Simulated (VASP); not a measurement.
A run of VASP 6.6.1:

The input POSCAR:

```
SnO
1.0
    0.0000000000      2.6913620225      2.6913620225
    2.6913620225      0.0000000000      2.6913620225
    2.6913620225      2.6913620225      0.0000000000
Sn O
1 1
Direct
    0.0000000000      0.0000000000      0.0000000000
    0.7500000000      0.7500000000      0.7500000000
```

The input INCAR.step1:

```
SYSTEM = SnO
PREC = Accurate ; ENCUT = 660
ISMEAR = -1 ; SIGMA = 0.03
LREAL = .False. ; LASPH = .True.
NELM = 120 ; NBANDS = 17
GGA = PE ; ALGO = Normal
EDIFF = 1E-5 ; LWAVE = .True.
LCHARG = .False. ; GGA_COMPAT = .False.
```

The input INCAR.step2:

```
SYSTEM = SnO
PREC = Accurate ; ENCUT = 660
EDIFF = 1E-6 ; ISMEAR = -1
SIGMA = 0.03 ; LREAL = .False.
LASPH = .True. ; NELM = 120
ALGO = Normal ; ISIF = 2
LWAVE = .False. ; LCHARG = .False.
METAGGA = R2SCAN ; LMIXTAU = .True.
LUSE_VDW = .True. ; IVDW_NL = 2
BPARAM = 11.95 ; CPARAM = 0.0093
NBANDS = 17 ; ISTART = 1
GGA_COMPAT = .False.
```

File KPOINTS:

```
regular mesh
0
Gamma
  10 10 10
  0 0 0
```

Potentials or basis: VASP PAW PBE potentials, release 64 (Sn_d, O).

The run is started by

```console
$ cat potpaw_PBE.64/Sn_d/POTCAR potpaw_PBE.64/O/POTCAR > POTCAR
$ cp INCAR.step1 INCAR
$ mpirun -np 1 vasp_std > vasp.out
$ cp INCAR.step2 INCAR
$ mpirun -np 1 vasp_std > vasp.out
```

Hardware: 1 thread of Intel Xeon 8259CL (shared host).

How long does it take, and how much memory?

It took 4.5 min on 1 thread of Intel Xeon 8259CL, on a shared host, peak memory 0.34 GiB. Counts: k points 47.
